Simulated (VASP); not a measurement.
# NiPt (P4/mmm) in VASP: single point with LDA

Aim: the single point of NiPt with LDA.

All numbers are computed with VASP 6.6.1; they aren't measurements. Logs are shortened: lines on timing, memory, paths and dates and some standing lists are left out, and cuts for length are marked.

## Step 1: The cell of the first run

Symmetry: P4/mmm, No. 123, tetragonal system. The conventional cell has a = 2.710 Å, b = 2.710 Å, c = 3.578 Å, α = 90.00°, β = 90.00°, γ = 90.00°. Ni (site symmetry 4/mmm) has 8 Pt at 2.62 Å and 6 Ni at 2.71 to 3.58 Å within 3.6 Å. Pt (site symmetry 4/mmm) has 8 Ni at 2.62 Å and 6 Pt at 2.71 to 3.58 Å within 3.6 Å.

## Step 2: Single point, LDA, collinear spin, ferromagnetic start

The input, INCAR:

```
SYSTEM = NiPt
PREC = Accurate ; ENCUT = 520
EDIFF = 1E-6 ; ISMEAR = -1
SIGMA = 0.1 ; LREAL = .False.
LASPH = .True. ; NELM = 150
ALGO = Normal ; ISIF = 2
LWAVE = .False. ; LCHARG = .False.
ISPIN = 2 ; MAGMOM = 1.5 1.5 0.6 0.6
LORBIT = 11 ; LMAXMIX = 4
GGA = CA ; NBANDS = 32
```

The input, KPOINTS:

```
regular mesh
0
Gamma
  10 10 4
  0 0 0
```

The input, POSCAR:

```
NiPt
1.0
    2.7099397941      0.0000000000      0.0000000000
    0.0000000000      2.7099397941      0.0000000000
    0.0000000000      0.0000000000      7.1566400000
Ni Pt
2 2
Direct
    0.5000000000      0.5000000000      0.2500000000
    0.5000000000      0.5000000000      0.7500000000
    0.0000000000      0.0000000000      0.0000000000
    0.0000000000      0.0000000000      0.5000000000
```

Potentials or basis: VASP PAW LDA potentials, release 64 (Ni, Pt).

Command:

```console
> cat potpaw_LDA.64/Ni/POTCAR potpaw_LDA.64/Pt/POTCAR > POTCAR
> mpirun -np 1 vasp_std > vasp.out
```

OUTCAR:

```text
SYSTEM = NiPt
   PREC = Accurate
   ENCUT = 520
   EDIFF = 1E-6
   ISMEAR = -1
   LREAL = .False.
   LASPH = .True.
   NELM = 150
   ISIF = 2
   ISPIN = 2
   LORBIT = 11
   GGA = CA

 ion  position               nearest neighbor table
   1  0.500  0.500  0.250-   3 2.62   4 2.62   3 2.62   4 2.62   3 2.62   4 2.62   3 2.62   4 2.62

   2  0.500  0.500  0.750-   3 2.62   4 2.62   3 2.62   4 2.62   3 2.62   4 2.62   3 2.62   4 2.62

   3  0.000  0.000  0.000-   1 2.62   2 2.62   1 2.62   2 2.62   1 2.62   2 2.62   1 2.62   2 2.62
[... 9 lines left out ...]
 A1 = (   2.7099397941,   0.0000000000,   0.0000000000)
 A2 = (   0.0000000000,   2.7099397941,   0.0000000000)
 A3 = (   0.0000000000,   0.0000000000,   7.1566400000)

Analysis of symmetry for initial positions (statically):
=====================================================================
 Subroutine PRICEL returns following result:

  LATTYP: Found a simple tetragonal cell.
 ALAT       =     2.7099397941
 C/A-ratio  =     1.3204426193
[... 12 lines left out ...]
 Subroutine GETGRP returns: Found 16 space group operations
 (whereof 16 operations were pure point group operations)
 out of a pool of 16 trial point group operations.

The static configuration has the point symmetry D_4h.

Analysis of symmetry for dynamics (positions and initial velocities):
=====================================================================
 Subroutine PRICEL returns following result:

  LATTYP: Found a simple tetragonal cell.
 ALAT       =     2.7099397941
 C/A-ratio  =     1.3204426193
[... 12 lines left out ...]
 Subroutine GETGRP returns: Found 16 space group operations
 (whereof 16 operations were pure point group operations)
 out of a pool of 16 trial point group operations.

The dynamic configuration has the point symmetry D_4h.

Analysis of structural, dynamic, and magnetic symmetry:
=====================================================================
 Subroutine PRICEL returns following result:

  LATTYP: Found a simple tetragonal cell.
 ALAT       =     2.7099397941
 C/A-ratio  =     1.3204426193
[... 12 lines left out ...]
 Subroutine GETGRP returns: Found 16 space group operations
 (whereof 16 operations were pure point group operations)
 out of a pool of 16 trial point group operations.

The overall configuration has the point symmetry D_4h.

 Subroutine INISYM returns: Found 16 space group operations
 (whereof 16 operations are pure point group operations),
 and found     2 'primitive' translations

----------------------------------------------------------------------------------------

                                     Primitive cell

  volume of cell :      26.2784

  direct lattice vectors                    reciprocal lattice vectors
     2.709939794  0.000000000  0.000000000     0.369011888  0.000000000  0.000000000
[... 112 lines left out ...]
   LHFCALC =     F    Hartree Fock is set to
   AEXX    =    0.0000 exact exchange contribution
   IVDW    =     0    specifies the selected vdW correction
   LEPSILON=     F    determine dielectric tensor
   LRPA    =     F    only Hartree local field effects (RPA)
 spin polarized calculation
  energy-cutoff  :      520.00
  volume of cell :       52.56
 maximum number of plane-waves:      1432
   NGX = 11   NGY = 11   NGZ = 27

 number of electron      39.9999991 magnetization       1.0315432

 Free energy of the ion-electron system (eV)
  ---------------------------------------------------
  ext. energy  EPLUGINS =         0.00000000
  ---------------------------------------------------
  free energy    TOTEN  =       -28.48201953 eV

  energy without entropy =      -28.23154652  energy(sigma->0) =      -28.35678302

 E-fermi :  10.0279     XC(G=0): -13.5768

 val. band max:       10.0272343759   @ k =   0.3000   0.0000   0.0000
 cond. band min:      10.0280365814   @ k =   0.2000   0.1000   0.5000
 fundamental gap:      0.0008022055
 Fermi energy:        10.0279411898

 spin component 1

 k-point     1 :       0.0000    0.0000    0.0000
  band No.  band energies     occupation
      1       0.3915      1.00000
      2       2.3876      1.00000
      3       3.9894      1.00000
      4       4.0718      1.00000
      5       4.4008      1.00000
      6       4.5982      1.00000
[... 829 lines left out ...]
     31      26.3951      0.00000
     32      26.5916      0.00000

 [... further k-points ...]

 spin component 2

 k-point     1 :       0.0000    0.0000    0.0000
  band No.  band energies     occupation
      1       0.4241      1.00000
      2       2.4257      1.00000
      3       4.0842      1.00000
      4       4.1606      1.00000
      5       4.4838      1.00000
      6       4.6465      1.00000
[... 829 lines left out ...]
     31      26.4592      0.00000
     32      26.6454      0.00000

 [... further k-points ...]
[... 5 lines left out ...]
  --------------------------------------------------------------------------------------
  -------------------------------------------------------------------------------------
  Total       -3.9663226     -3.9663226     -3.8708904      0.0000000      0.0000000      0.0000000
  in kB     -120.9122090   -120.9122090   -118.0029863      0.0000000      0.0000000      0.0000000
  external PRESSURE =    -119.9424681 kB  Pullay stress =       0.0000000 kB

 VOLUME and BASIS-vectors are now :
 -----------------------------------------------------------------------------
  energy-cutoff  :      520.00
  volume of cell :       52.56
      direct lattice vectors                 reciprocal lattice vectors
     2.709939794  0.000000000  0.000000000     0.369011888  0.000000000  0.000000000
     0.000000000  2.709939794  0.000000000     0.000000000  0.369011888  0.000000000
     0.000000000  0.000000000  7.156640000     0.000000000  0.000000000  0.139730376

 POSITION                                       TOTAL-FORCE (eV/Angst)
 -----------------------------------------------------------------------------------
      1.35497      1.35497      1.78916        -0.000000      0.000000      0.000000
      1.35497      1.35497      5.36748        -0.000000      0.000000      0.000000
      0.00000      0.00000      0.00000         0.000000      0.000000      0.000000
      0.00000      0.00000      3.57832         0.000000      0.000000      0.000000
 -----------------------------------------------------------------------------------
    total drift:                               -0.000000     -0.000000      0.000000

  FREE ENERGIE OF THE ION-ELECTRON SYSTEM (eV)
  ---------------------------------------------------
  free  energy   TOTEN  =       -28.4820195287 eV

  energy  without entropy=      -28.2315465166  energy(sigma->0) =      -28.35678302

 total charge

# of ion       s       p       d       tot
------------------------------------------
    1        0.440   0.464   8.337   9.241
    2        0.440   0.464   8.337   9.241
    3        0.700   0.634   8.038   9.372
    4        0.700   0.634   8.038   9.372
--------------------------------------------------
tot          2.279   2.196  32.751  37.225

 magnetization (x)

# of ion       s       p       d       tot
------------------------------------------
    1       -0.000  -0.002   0.359   0.357
    2       -0.000  -0.002   0.359   0.357
    3       -0.002  -0.007   0.167   0.158
    4       -0.002  -0.007   0.167   0.158
--------------------------------------------------
tot         -0.004  -0.018   1.052   1.030
```

stdout:

```text
POSCAR found type information on POSCAR NiPt
 POSCAR found :  2 types and       4 ions
 scaLAPACK will be used
 LDA part: xc-table for (Slater(with rela. corr.)+CA(PZ))
 , standard interpolation
 POSCAR, INCAR and KPOINTS ok, starting setup
 FFT: planning ... GRIDC
 FFT: planning ... GRID_SOFT
 FFT: planning ... GRID
 WAVECAR not read
 entering main loop
```

Run time: 2.4 min. Hardware: 1 thread of Intel Xeon Platinum 8488C (Sapphire Rapids), shared host; peak memory 0.26 GiB.

Results:

- Free energy: -28.4820 eV
- Pressure: -12.0 GPa
- Net moment: 1.03 μB per cell
- Site moments: Ni +0.36; Pt +0.16 μB
- Valence electrons inside the program's atomic spheres: Ni 9.24; Pt 9.37

Stress tensor (GPa, compression positive):
```
-12.09   0.00   0.00
  0.00 -12.09   0.00
  0.00   0.00 -11.80
```

Levels at points of the mesh, in eV from the Fermi level:
Spin up:
| k point | band 17 | band 18 | band 19 | band 20 | band 21 | band 22 | band 23 | band 24 |
| --- | --- | --- | --- | --- | --- | --- | --- | --- |
| (0.00, 0.00, 0.00) | -1.48 | -0.97 | -0.91 | -0.62 | -0.06 | 0.12 | 0.12 | 3.06 |
| (0.50, 0.00, 0.00) | -0.51 | -0.32 | -0.24 | -0.21 | 0.01 | 0.11 | 0.49 | 2.34 |
| (0.50, 0.50, 0.00) | 0.14 | 0.14 | 0.81 | 0.82 | 1.66 | 1.66 | 7.23 | 7.25 |
| (0.00, 0.00, 0.50) | -0.55 | -0.55 | -0.55 | -0.55 | -0.26 | -0.26 | 0.23 | 0.23 |
| (0.50, 0.00, 0.50) | -0.69 | -0.69 | -0.36 | -0.36 | 0.40 | 0.40 | 1.94 | 1.94 |
| (0.50, 0.50, 0.50) | -0.38 | -0.38 | 0.82 | 0.82 | 4.32 | 4.32 | 4.32 | 4.32 |
Spin down:
```csv
k point,band 16,band 17,band 18,band 19,band 20,band 21,band 22,band 23,band 24,band 25
"(0.00, 0.00, 0.00)",-1.16,-1.16,-0.65,-0.62,-0.52,0.16,0.41,0.41,3.10,11.02
"(0.50, 0.00, 0.00)",-0.99,-0.29,-0.22,-0.19,0.10,0.22,0.36,0.77,2.43,5.34
"(0.50, 0.50, 0.00)",0.26,0.46,0.46,0.92,0.93,1.69,1.69,7.33,7.37,7.37
"(0.00, 0.00, 0.50)",-0.96,-0.27,-0.27,-0.27,-0.27,-0.06,-0.06,0.29,0.29,13.42
"(0.50, 0.00, 0.50)",-1.73,-0.37,-0.37,-0.12,-0.12,0.65,0.65,2.03,2.03,7.32
"(0.50, 0.50, 0.50)",-0.18,-0.12,-0.12,0.92,0.92,4.43,4.43,4.43,4.43,8.18
```

Caveat: the cell stands under tension; spin-orbit coupling is left out, which moves the levels of the heavy elements.
